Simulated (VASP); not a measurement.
Write the native input for VASP 6.6.1 that does the following.

| Item | Value |
| --- | --- |
| Task | single point |
| Functional | PBEsol |
| Potentials or basis | VASP PAW PBE potentials, release 64 (Mg, O, H) |
| Cutoff | 520 eV |
| k mesh | 9 × 9 × 1 |
| Occupations | gaussian, width 0.05 eV |
| Spin | collinear spin |
| Starting moments | [0.0, 0.0, 0.0, 0.0, 0.0, 0.0, 1.0] μB |
| Dipole correction | yes |
| Further INCAR settings | ALGO = Normal; EDIFF = 1e-06; NBANDS = 26 |

The structure of Mg3HO3 lies in POSCAR:

```
Mg3HO3
1.0
    2.9804137519      0.0000000000      0.0000000000
    0.0000000000      2.9804137519      0.0000000000
    0.0000000000      0.0000000000     21.2399431533
Mg O H
3 3 1
Direct
    0.5000000000      0.5000000000      0.1883244212
    0.0000000000      0.0000000000      0.2877909891
    0.5000000000      0.5000000000      0.3857349348
    0.0000000000      0.0000000000      0.1883244212
    0.5000000000      0.5000000000      0.2873494718
    0.0000000000      0.0000000000      0.3879456312
    0.5000000000      0.0000000000      0.3978326633
```

These files were run (other wordings do the same):

INCAR

```
ALGO = Normal ; DIPOL = 0.5 0.5 0.303
EDIFF = 1E-6 ; ENCUT = 520
GGA = PS ; IDIPOL = 3
ISIF = 2 ; ISMEAR = 0
ISPIN = 2 ; LASPH = T
LCHARG = T ; LDIPOL = T
LELF = T ; LORBIT = 11
LREAL = F ; LVACPOTAV = T
LVHAR = T ; LWAVE = F
MAGMOM = 0 0 0 0 0 0 1 ; NBANDS = 26
NELM = 150 ; PREC = Accurate
SIGMA = 0.05
```

KPOINTS

```
k-points
0
Gamma
  9 9 1
```

Potentials or basis: VASP PAW PBE potentials, release 64 (Mg, O, H).

Launch:

```bash
$ cat potpaw_PBE.64/Mg/POTCAR potpaw_PBE.64/O/POTCAR potpaw_PBE.64/H/POTCAR > POTCAR
$ mpirun -np 1 vasp_std > vasp.out
```

It gave:

| Item | Value |
| --- | --- |
| Largest force | 1.239 eV/Å |
| Net moment | -0.01 μB per cell |
| Valence electrons inside the program's atomic spheres | Mg 0.37, 0.41, 0.52; O 5.03, 5.08, 5.02; H 0.62 |

Caveat: the PAW data sets were made with another functional, which shifts forces and pressure a little.

Wall time 15 min on 1 thread of Oxide Virtual Turin-like Processor, with other jobs on the host, peak memory 0.42 GiB.
